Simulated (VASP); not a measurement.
A run of VASP 6.6.1 is set up as follows.

INCAR

```
SYSTEM = C
ALGO = Normal ; EDIFF = 1E-6
ENCUT = 520 ; GGA = PE
ISIF = 2 ; ISMEAR = 0
IVDW = 12 ; LASPH = .True.
LCHARG = .False. ; LREAL = .False.
LWAVE = .False. ; NBANDS = 11
NELM = 100 ; PREC = Accurate
SIGMA = 0.03
```

Contents of KPOINTS:

```
k-points
0
Gamma
  18 18 18
  0 0 0
```

Contents of POSCAR:

```
C
1.0
    0.0000000000      2.1341012763      3.3978816909
    1.2327815012      0.0000000000      3.3978816909
    1.2327815012      2.1341012763      0.0000000000
C
2
Direct
    0.1666966007      0.8333033993      0.1666966007
    0.8333033993      0.1666966007      0.8333033993
```

Potentials or basis: VASP PAW PBE potentials, release 64 (C).

Run with:

```sh
$ cat potpaw_PBE.64/C/POTCAR > POTCAR
$ mpirun -np 1 vasp_std > vasp.out
```

Task: Predict the pressure.

Result: 0.4 GPa.

Task: Estimate the dispersion energy per atom.

Result: -0.154 eV.

Forces in eV/Å, atoms in the order of the input:
```
C    0.000 -0.002  0.000
C    0.000  0.002  0.000
```
